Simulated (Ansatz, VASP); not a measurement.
# Two plane-wave programs on C

File INCAR:

```
PREC     = Accurate       # precision mode
ENCUT    = 520            # plane-wave cutoff, eV
EDIFF    = 1E-6           # SCF threshold, eV
ISMEAR   = 0              # smearing method
SIGMA    = 0.03           # smearing width, eV
LREAL    = False          # projectors in reciprocal space
LASPH    = True           # aspherical terms in the spheres
NELM     = 100            # most SCF steps
ALGO     = Normal         # electronic algorithm
ISIF     = 2              # what is computed and relaxed
LWAVE    = False          # write WAVECAR
LCHARG   = True           # write CHGCAR
LELF     = True           # ELF
LVHAR    = True         
NBANDS   = 26             # bands
```

Contents of KPOINTS:

```
Automatic mesh
0
Gamma
  15 15 3
```

File POSCAR:

```
C
1.0
   -1.2226660053     -2.1164534110      0.0000000000
    1.2226660053     -2.1164534110      0.0000000000
    0.2717035567     -1.8812919209     13.4515291704
C
8
Direct
    0.2916297670      0.2638519893      0.1250000000
    0.7082964337      0.6249631004      0.3750000000
    0.1249631004     -0.0139257885      0.6250000000
    0.5416297670      0.3471853226      0.8750000000
    0.6250368996      0.5972591219      0.1250000000
    0.0417035663     -0.0416297670      0.3750000000
    0.4583702330      0.3194813441      0.6250000000
   -0.1249631004     -0.3194075448      0.8750000000
```

Input for Ansatz:

```yaml
crystal:
  lattice:
    - [-1.2226660053, -2.116453411, 0.0]
    - [1.2226660053, -2.116453411, 0.0]
    - [0.2717035567, -1.8812919209, 13.4515291704]
  atoms:
    - { symbol: C, position: [0.291629767, 0.2638519893, 0.125] }
    - { symbol: C, position: [0.7082964337, 0.6249631004, 0.375] }
    - { symbol: C, position: [0.1249631004, -0.0139257885, 0.625] }
    - { symbol: C, position: [0.541629767, 0.3471853226, 0.875] }
    - { symbol: C, position: [0.6250368996, 0.5972591219, 0.125] }
    - { symbol: C, position: [0.0417035663, -0.041629767, 0.375] }
    - { symbol: C, position: [0.458370233, 0.3194813441, 0.625] }
    - { symbol: C, position: [-0.1249631004, -0.3194075448, 0.875] }
basis:
  ecutwfc: 520.0
kpoints:
  mp_grid: { grid: [15, 15, 3] }
hamiltonian:
  xc: lda
  pseudopotentials: { kind: paw, azcp: { folder: soft_1 } }
scf:
  occupations: { method: gaussian, width: 0.03 }
output:
  forces: true
  stress: true
  eigenvalues: true
```

Alike in both runs: task single point; functional LDA; k mesh 15 × 15 × 3; occupations gaussian, width 0.03 eV; no spin polarisation.

|  | VASP | Ansatz |
| --- | --- | --- |
| version | VASP 6.6.1 | Ansatz 0.2.0 |
| potentials or method | VASP PAW LDA potentials, release 64 (C), cutoff 520 eV | scalar-relativistic, plane waves, PAW |
| valence electrons in the cell | 32 | 32 |

Ansatz gave:

| Item | Value |
| --- | --- |
| gap on the k mesh at the Fermi level (eV) | 0.13 |
| least direct gap on the mesh (eV) | 0.13 |
| pressure (GPa) | 0.1 |
| traceless stress, the component that is largest in VASP (GPa) | 0.30 |
| rms of the force components (eV/Å) | 0.012 |

Which values does VASP return?

gap on the k mesh at the Fermi level (eV): 0.13; least direct gap on the mesh (eV): 0.13; pressure (GPa): 1.0; traceless stress, the component that is largest in VASP (GPa): -0.72; rms of the force components (eV/Å): 0.012.

Ansatz warns that its potentials were made for another functional, while VASP's fit it. LDA's correlation is that of Perdew and Zunger in VASP and of Perdew and Wang (1992) in Ansatz. Atom by atom the forces differ by 0.000 eV/Å (rms over components).
